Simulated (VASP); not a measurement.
Sc: single point with PBEsol

Crystal: Sc.

```
Sc
1.0
     2.91822    0.00000    0.00000
     0.00000    2.91822    0.00000
     0.00000    0.00000    2.91822
Sc
1
Cartesian
  0.0000 0.0000 0.0000
```

```yaml
Program: VASP 6.6.1
Task: single point
Functional: PBEsol
Potentials_or_basis: VASP PAW PBE potentials, release 64 (Sc_sv)
Cutoff: 500 eV
k_mesh: 12 × 12 × 12
Occupations: fermi-dirac, width 0.1 eV
Spin: no spin polarisation
```

* Pressure: 0.0 GPa

Levels at points of the mesh, in eV from the Fermi level:
```tsv
k point	band 1	band 2	band 3	band 4	band 5	band 6	band 7	band 8	band 9	band 10
(0.00, 0.00, 0.00)	-49.37	-27.79	-27.79	-27.79	-5.09	-0.54	-0.54	3.99	3.99	3.99
(0.50, 0.00, 0.00)	-49.29	-28.40	-27.73	-27.73	-1.67	-0.46	0.10	2.34	2.34	4.15
(0.50, 0.50, 0.00)	-49.22	-28.31	-28.31	-27.68	-1.85	0.26	2.72	2.72	3.86	3.86
(0.50, 0.50, 0.50)	-49.14	-28.23	-28.23	-28.23	-0.52	-0.52	-0.52	5.05	5.05	7.51
```

Run time: 15 s on 1 thread of Intel(R) Xeon(R) Platinum 8259CL CPU @ 2.50GHz (Skylake/Cascade Lake), with other jobs on the host, peak memory 0.15 GiB.

Caveat: the PAW data sets were made with another functional, which shifts forces and pressure a little.
